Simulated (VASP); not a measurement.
# Zn (Fm-3m) in VASP: further runs

Zn is run at these levels: PBE; tasks: single point, relaxation of cell and atoms.

Everything below comes from runs of VASP 6.6.1. Logs are shortened: lines on timing, memory, paths and dates and some standing lists are left out, and cuts for length are marked.

## (1) The cell of the first run

It takes space group Fm-3m (No. 225, cubic). Conventional cell: a = 3.929 Å, b = 3.929 Å, c = 3.929 Å, α = 90.00°, β = 90.00°, γ = 90.00°. Within 3.7 Å of Zn (site symmetry m-3m) lie 12 Zn at 2.78 Å.

This isn't the form of Zn at room conditions, which is hcp.

## (2) Single point, PBE

Contents of INCAR:

```
SYSTEM = Zn
PREC = Accurate
ENCUT = 500
EDIFF = 1E-6
ISMEAR = -1
SIGMA = 0.1
LREAL = .False.
LASPH = .True.
NELM = 120
ALGO = Normal
ISIF = 2
LWAVE = .False.
LCHARG = .True.
GGA = PE
LELF = .True.
LVHAR = .True.
NBANDS = 12
GGA_COMPAT = .False.
```

Contents of KPOINTS:

```
Automatic mesh
0
Gamma
  20 20 20
  0 0 0
```

Contents of POSCAR:

```
Zn
1.0
    0.0000000000      1.9645726499      1.9645726499
    1.9645726499      0.0000000000      1.9645726499
    1.9645726499      1.9645726499      0.0000000000
Zn
1
Direct
    0.0000000000      0.0000000000      0.0000000000
```

Potentials or basis: VASP PAW PBE potentials, release 64 (Zn).

Launch:

```console
cat potpaw_PBE.64/Zn/POTCAR > POTCAR
mpirun -np 1 vasp_std > vasp.out
```

OUTCAR:

```text
SYSTEM = Zn
   PREC = Accurate
   ENCUT = 500
   EDIFF = 1E-6
   ISMEAR = -1
   LREAL = .False.
   LASPH = .True.
   NELM = 120
   ISIF = 2
   GGA = PE

 ion  position               nearest neighbor table
   1  0.000  0.000  0.000-

  LATTYP: Found a face centered cubic cell.
 ALAT       =     3.9291452998

  Lattice vectors:

 A1 = (   0.0000000000,   1.9645726499,   1.9645726499)
 A2 = (   1.9645726499,   0.0000000000,   1.9645726499)
 A3 = (   1.9645726499,   1.9645726499,   0.0000000000)

Analysis of symmetry for initial positions (statically):
=====================================================================
 Subroutine PRICEL returns:
 Original cell was already a primitive cell.

 Routine SETGRP: Setting up the symmetry group for a
 face centered cubic supercell.

 Subroutine GETGRP returns: Found 48 space group operations
 (whereof 48 operations were pure point group operations)
 out of a pool of 48 trial point group operations.

The static configuration has the point symmetry O_h .

Analysis of symmetry for dynamics (positions and initial velocities):
=====================================================================
 Subroutine PRICEL returns:
 Original cell was already a primitive cell.

 Routine SETGRP: Setting up the symmetry group for a
 face centered cubic supercell.

 Subroutine GETGRP returns: Found 48 space group operations
 (whereof 48 operations were pure point group operations)
 out of a pool of 48 trial point group operations.

The dynamic configuration has the point symmetry O_h .

 Subroutine INISYM returns: Found 48 space group operations
 (whereof 48 operations are pure point group operations),
 and found     1 'primitive' translations

----------------------------------------------------------------------------------------

                                     Primitive cell

  volume of cell :      15.1647

  direct lattice vectors                    reciprocal lattice vectors
     0.000000000  1.964572650  1.964572650    -0.254508277  0.254508277  0.254508277
     1.964572650  0.000000000  1.964572650     0.254508277 -0.254508277  0.254508277
     1.964572650  1.964572650  0.000000000     0.254508277  0.254508277 -0.254508277

  length of vectors
     2.778325286  2.778325286  2.778325286     0.440821267  0.440821267  0.440821267

  position of ions in fractional coordinates (direct lattice)
     0.000000000  0.000000000  0.000000000

  ion indices of the primitive-cell ions
   primitive index   ion index
                 1           1

----------------------------------------------------------------------------------------

 KPOINTS: Automatic mesh

Automatic generation of k-mesh.
 Grid dimensions read from file:
 generate k-points for:   20   20   20

 Generating k-lattice:

  Cartesian coordinates                     Fractional coordinates (reciprocal lattice)
    -0.012725414  0.012725414  0.012725414     0.050000000  0.000000000  0.000000000
     0.012725414 -0.012725414  0.012725414     0.000000000  0.050000000  0.000000000
     0.012725414  0.012725414 -0.012725414     0.000000000  0.000000000  0.050000000

  Length of vectors
     0.022041063  0.022041063  0.022041063

  Shift w.r.t. Gamma in fractional coordinates (k-lattice)
     0.000000000  0.000000000  0.000000000

 Subroutine IBZKPT returns following result:
 ===========================================

 Found    256 irreducible k-points:

 Following reciprocal coordinates:
            Coordinates               Weight
  0.000000  0.000000  0.000000      1.000000
  0.050000  0.000000  0.000000      8.000000
  0.100000  0.000000  0.000000      8.000000
  0.150000  0.000000  0.000000      8.000000
  0.200000  0.000000  0.000000      8.000000
  0.250000  0.000000  0.000000      8.000000
[... 16 lines left out ...]
 -0.400000  0.050000  0.000000     24.000000
 -0.350000  0.050000  0.000000     24.000000
 [... further k-points ...]
   k-points           NKPTS =    256   k-points in BZ     NKDIM =    256   number of bands    NBANDS=     12
   number of dos      NEDOS =    301   number of ions     NIONS =      1
   total plane-waves  NPLWV =   8000
   dimension x,y,z NGX =    20 NGY =   20 NGZ =   20
   dimension x,y,z NGXF=    40 NGYF=   40 NGZF=   40
   ions per type =               1
   NGX,Y,Z   is equivalent  to a cutoff of  11.97, 11.97, 11.97 a.u.
   NGXF,Y,Z  is equivalent  to a cutoff of  23.93, 23.93, 23.93 a.u.
 SYSTEM =  Zn
   PREC   = accura    normal or accurate (medium, high low for compatibility)
   ISTART =      0    job   : 0-new  1-cont  2-samecut
   ICHARG =      2    charge: 1-file 2-atom 10-const
   ISPIN  =      1    spin polarized calculation?
   LNONCOLLINEAR =      F non collinear calculations
   LSORBIT =      F    spin-orbit coupling
   LASPH  =      T    aspherical Exc in radial PAW
   ENCUT  =  500.0 eV  36.75 Ry    6.06 a.u.   5.07  5.07  5.07*2*pi/ulx,y,z
   NELM   =    120;   NELMIN=  2; NELMDL= -5     # of ELM steps
   EDIFF  = 0.1E-05   stopping-criterion for ELM
   LREAL  =      F    real-space projection
   EDIFFG = 0.1E-04   stopping-criterion for IOM
   NSW    =      0    number of steps for IOM
   IBRION =     -1    ionic relax: 0-MD 1-quasi-New 2-CG
   NFREE  =      0    steps in history (QN), initial steepest desc. (CG)
   ISIF   =      2    stress and relaxation
   ISYM   =      2    0-nonsym 1-usesym 2-fastsym
   POTIM  = 0.5000    time-step for ionic-motion
   TEBEG  =    0.0;   TEEND  =   0.0 temperature during run
   PSTRESS=    0.0 pullay stress
   NELECT =      12.0000    total number of electrons
   NUPDOWN=      -1.0000    fix difference up-down
   EMIN   =  10.00;   EMAX   =-10.00  energy-range for DOS
   EFERMI =   0.00;   METHOD = LEGACY
   ISMEAR =    -1;   SIGMA  =   0.10  broadening in eV -4-tet -1-fermi 0-gaus
   EFERMI_NEDOS =   21; number of points for ismear=-14 and -15
   IALGO  =     38    algorithm
   IMIX   =      4    mixing-type and parameters
     AMIX     =   0.40;   BMIX     =  1.00
     AMIX_MAG =   1.60;   BMIX_MAG =  1.00
  volume/ion in A,a.u.               =      15.16       102.34
  Fermi-wavevector in a.u.,A,eV,Ry     =   1.514225  2.861471 31.196501  2.292878
  Thomas-Fermi vector in A             =   2.623911
   LORBIT       =      0    0 simple, 1 ext, 2 COOP (PROOUT), +10 PAW based schemes
   GGA     = PE    functional components
   LHFCALC =     F    Hartree Fock is set to
   AEXX    =    0.0000 exact exchange contribution
   IVDW    =     0    specifies the selected vdW correction
   LEPSILON=     F    determine dielectric tensor
   LRPA    =     F    only Hartree local field effects (RPA)
 non-spin polarized calculation
  energy-cutoff  :      500.00
  volume of cell :       15.16
 maximum number of plane-waves:       396
   NGX = 11   NGY = 11   NGZ = 11

 number of electron      11.9999991 magnetization

 Free energy of the ion-electron system (eV)
  ---------------------------------------------------
  ext. energy  EPLUGINS =         0.00000000
  ---------------------------------------------------
  free energy    TOTEN  =        -1.09125850 eV

  energy without entropy =       -1.08234371  energy(sigma->0) =       -1.08680110

 E-fermi :   3.0937     XC(G=0): -11.5784

 val. band max:        3.0380780632   @ k =  -0.3500   0.4500   0.2000
 cond. band min:       3.1514958385   @ k =  -0.4000   0.2000   0.0000
 fundamental gap:      0.1134177753
 Fermi energy:         3.0936628891

 k-point     1 :       0.0000    0.0000    0.0000
  band No.  band energies     occupation
      1      -7.2707      2.00000
      2      -4.5350      2.00000
      3      -4.5350      2.00000
      4      -4.5350      2.00000
      5      -4.1553      2.00000
      6      -4.1553      2.00000
      7      21.3606      0.00000
      8      21.3606      0.00000
      9      21.3606      0.00000
     10      21.9807      0.00000
     11      24.1375      0.00000
     12      24.1375      0.00000

 k-point     2 :       0.0500    0.0000    0.0000
  band No.  band energies     occupation
      1      -7.1951      2.00000
      2      -4.5414      2.00000
      3      -4.5262      2.00000
      4      -4.5262      2.00000
      5      -4.1579      2.00000
      6      -4.1579      2.00000
      7      19.8804      0.00000
      8      21.0999      0.00000
      9      21.0999      0.00000
     10      21.8010      0.00000
     11      24.5263      0.00000
     12      24.5263      0.00000

 k-point     3 :       0.1000    0.0000    0.0000
  band No.  band energies     occupation
      1      -6.9708      2.00000
      2      -4.5570      2.00000
      3      -4.5028      2.00000
      4      -4.5028      2.00000
      5      -4.1632      2.00000
      6      -4.1632      2.00000
      7      17.4604      0.00000
      8      20.5637      0.00000
      9      20.5637      0.00000
     10      21.7054      0.00000
     11      25.4430      0.00000
     12      25.4430      0.00000
[... 286 lines left out ...]
 k-point    23 :      -0.4000    0.0500    0.0000
  band No.  band energies     occupation
      1      -5.2360      2.00000
      2      -4.5318      2.00000
      3      -4.5139      2.00000
      4      -3.9311      2.00000
      5      -3.9285      2.00000
      6      -1.4232      2.00000
      7       3.8813      0.00076
      8      17.0155      0.00000
      9      18.6167      0.00000
     10      20.2850      0.00000
     11      22.3230      0.00000
     12      23.5294      0.00000

 k-point    24 :      -0.3500    0.0500    0.0000
  band No.  band energies     occupation
      1      -5.2367      2.00000
      2      -4.5100      2.00000
      3      -4.4944      2.00000
      4      -3.9887      2.00000
      5      -3.9847      2.00000
      6      -2.5595      2.00000
      7       5.6867      0.00000
      8      16.9322      0.00000
      9      19.1077      0.00000
     10      20.7035      0.00000
     11      22.4939      0.00000
     12      23.7376      0.00000

 [... further k-points ...]

------------------------ aborting loop because EDIFF is reached ----------------------------------------

  FORCE on cell =-STRESS in cart. coord.  units (eV):
  Direction    XX          YY          ZZ          XY          YZ          ZX
  --------------------------------------------------------------------------------------
  -------------------------------------------------------------------------------------
  Total        0.0379693      0.0379693      0.0379693      0.0000000      0.0000000      0.0000000
  in kB        4.0115239      4.0115239      4.0115239      0.0000000      0.0000000      0.0000000
  external PRESSURE =       4.0115239 kB  Pullay stress =       0.0000000 kB

 VOLUME and BASIS-vectors are now :
 -----------------------------------------------------------------------------
  energy-cutoff  :      500.00
  volume of cell :       15.16
      direct lattice vectors                 reciprocal lattice vectors
     0.000000000  1.964572650  1.964572650    -0.254508277  0.254508277  0.254508277
     1.964572650  0.000000000  1.964572650     0.254508277 -0.254508277  0.254508277
     1.964572650  1.964572650  0.000000000     0.254508277  0.254508277 -0.254508277

 POSITION                                       TOTAL-FORCE (eV/Angst)
 -----------------------------------------------------------------------------------
      0.00000      0.00000      0.00000        -0.000000      0.000000     -0.000000
 -----------------------------------------------------------------------------------
    total drift:                               -0.000000     -0.000000     -0.000000

  FREE ENERGIE OF THE ION-ELECTRON SYSTEM (eV)
  ---------------------------------------------------
  free  energy   TOTEN  =        -1.0912585001 eV

  energy  without entropy=       -1.0823437093  energy(sigma->0) =       -1.08680110
```

It took 32 s on 1 thread of AMD EPYC 7R43 (Zen 3), shared host; peak memory 0.11 GiB.

What came out:

| Property | Result |
| --- | --- |
| Free energy | -1.0913 eV |
| Pressure | 0.4 GPa |
| Band gap on the k mesh | zero (bands 6 and 7 overlap by 3.63 eV) |

Levels at points of the mesh, in eV from the Fermi level:
```tsv
k point	band 4	band 5	band 6	band 7	band 8	band 9
(0.00, 0.00, 0.00)	-7.63	-7.25	-7.25	18.27	18.27	18.27
(0.50, 0.00, 0.00)	-6.97	-6.97	-2.91	-1.39	15.25	15.25
(0.50, 0.50, 0.00)	-6.89	-6.89	-1.00	1.72	8.42	8.42
```

## (3) Relaxation of cell and atoms, PBE

This run uses another cell than the first one, of 15.29 Å³/atom.

Contents of INCAR:

```
SYSTEM = Zn
  PREC = Accurate
  ENCUT = 500
  EDIFF = 1E-7
  ISMEAR = -1
  SIGMA = 0.1
  LREAL = .FALSE.
  LASPH = .TRUE.
  NELM = 120
  ALGO = Normal
  ISIF = 3
  LWAVE = .FALSE.
  LCHARG = .FALSE.
  GGA = PE
  IBRION = 2
  NSW = 80
  EDIFFG = -0.01
  GGA_COMPAT = .FALSE.
  NELMIN = 4
```

Contents of KPOINTS:

```
regular mesh
0
G
  20 20 20
  0 0 0
```

Contents of POSCAR:

```
Zn
1.0
    0.0000000000      1.9700000000      1.9700000000
    1.9700000000      0.0000000000      1.9700000000
    1.9700000000      1.9700000000      0.0000000000
Zn
1
Direct
    0.0000000000      0.0000000000      0.0000000000
```

Potentials or basis: VASP PAW PBE potentials, release 64 (Zn).

Launch:

```console
cat potpaw_PBE.64/Zn/POTCAR > POTCAR
mpirun -np 1 vasp_std > vasp.out
```

OUTCAR:

```text
SYSTEM = Zn
   PREC = Accurate
   ENCUT = 500
   EDIFF = 1E-7
   ISMEAR = -1
   LREAL = .FALSE.
   LASPH = .TRUE.
   NELM = 120
   ISIF = 3
   GGA = PE
   IBRION = 2
   NSW = 80
   EDIFFG = -0.01
   NELMIN = 4

 ion  position               nearest neighbor table
   1  0.000  0.000  0.000-

  LATTYP: Found a face centered cubic cell.
 ALAT       =     3.9400000000

  Lattice vectors:

 A1 = (   0.0000000000,   1.9700000000,   1.9700000000)
[... 537 lines left out ...]
     10      20.6317      0.00000

 [... further k-points ...]

------------------------ aborting loop because EDIFF is reached ----------------------------------------

  FORCE on cell =-STRESS in cart. coord.  units (eV):
  Direction    XX          YY          ZZ          XY          YZ          ZX
  --------------------------------------------------------------------------------------
  -------------------------------------------------------------------------------------
  Total       -0.0014436     -0.0014436     -0.0014436      0.0000000      0.0000000     -0.0000000
  in kB       -0.1518048     -0.1518048     -0.1518048      0.0000000      0.0000000     -0.0000000
  external PRESSURE =      -0.1518048 kB  Pullay stress =       0.0000000 kB

 VOLUME and BASIS-vectors are now :
 -----------------------------------------------------------------------------
  energy-cutoff  :      500.00
  volume of cell :       15.24
      direct lattice vectors                 reciprocal lattice vectors
     0.000000000  1.967651813  1.967651813    -0.254109999  0.254109999  0.254109999
     1.967651813 -0.000000000  1.967651813     0.254109999 -0.254109999  0.254109999
     1.967651813  1.967651813  0.000000000     0.254109999  0.254109999 -0.254109999

 POSITION                                       TOTAL-FORCE (eV/Angst)
 -----------------------------------------------------------------------------------
      0.00000      0.00000      0.00000         0.000000     -0.000000      0.000000
 -----------------------------------------------------------------------------------
    total drift:                               -0.000000     -0.000000     -0.000000

  FREE ENERGIE OF THE ION-ELECTRON SYSTEM (eV)
  ---------------------------------------------------
  free  energy   TOTEN  =        -1.0913335290 eV

  energy  without entropy=       -1.0823937648  energy(sigma->0) =       -1.08686365

 reached required accuracy - stopping structural energy minimisation
```

OSZICAR:

```text
N       E                     dE             d eps       ncg     rms          rms(c)
DAV:   1     0.340412284859E+02    0.34041E+02   -0.67317E+03  5170   0.186E+03
[... 13 lines left out ...]
DAV:   1    -0.109365245954E+01   -0.23682E-02   -0.29375E-02  5738   0.362E+00    0.344E-01
DAV:   2    -0.109159591405E+01    0.20565E-02   -0.10598E-02  5690   0.230E+00    0.110E-01
DAV:   3    -0.109141170684E+01    0.18421E-03   -0.13037E-04  5590   0.221E-01    0.600E-02
DAV:   4    -0.109133390020E+01    0.77807E-04   -0.26887E-05  7046   0.833E-02    0.213E-03
DAV:   5    -0.109133375058E+01    0.14962E-06   -0.84999E-07  5240   0.898E-03    0.787E-04
DAV:   6    -0.109133351486E+01    0.23572E-06   -0.20665E-08  2662   0.201E-03    0.172E-04
DAV:   7    -0.109133352897E+01   -0.14106E-07   -0.33545E-09  2572   0.632E-04
   2 F= -.10913335E+01 E0= -.10868636E+01  d E =-.493130E-04
```

CONTCAR:

```text
Zn
   1.00000000000000
     0.0000000000000000    1.9676518133664007    1.9676518133664007
     1.9676518133664007   -0.0000000000000000    1.9676518133664007
     1.9676518133664007    1.9676518133664007    0.0000000000000000
  Zn
     1
Direct
     0.0000000000000000    0.0000000000000000    0.0000000000000000

  0.00000000E+00  0.00000000E+00  0.00000000E+00
```

Run time: 48 s. Hardware: 1 thread of AMD EPYC 7R43 (Zen 3), shared host; peak memory 0.12 GiB.

Results:

| Property | Result |
| --- | --- |
| Free energy | -1.0913 eV |
| Relaxed volume | 15.24 Å³/atom |
| Relaxed cell | a = 2.783 Å, b = 2.783 Å, c = 2.783 Å, α = 60.00°, β = 60.00°, γ = 60.00° |
| Space group after relaxing (to 0.1 Å) | Fm-3m (No. 225) |
| Energy gained by relaxing | 0.0 meV/atom |
| Ionic steps | 2 |
| Pressure after relaxing | 0.0 GPa |
| Band gap on the k mesh | zero (bands 6 and 7 overlap by 3.64 eV) |

Final structure:
```
Zn
1.0
     0.00000    1.96765    1.96765
     1.96765    0.00000    1.96765
     1.96765    1.96765    0.00000
Zn
1
Direct
  0.00000 0.00000 0.00000
```
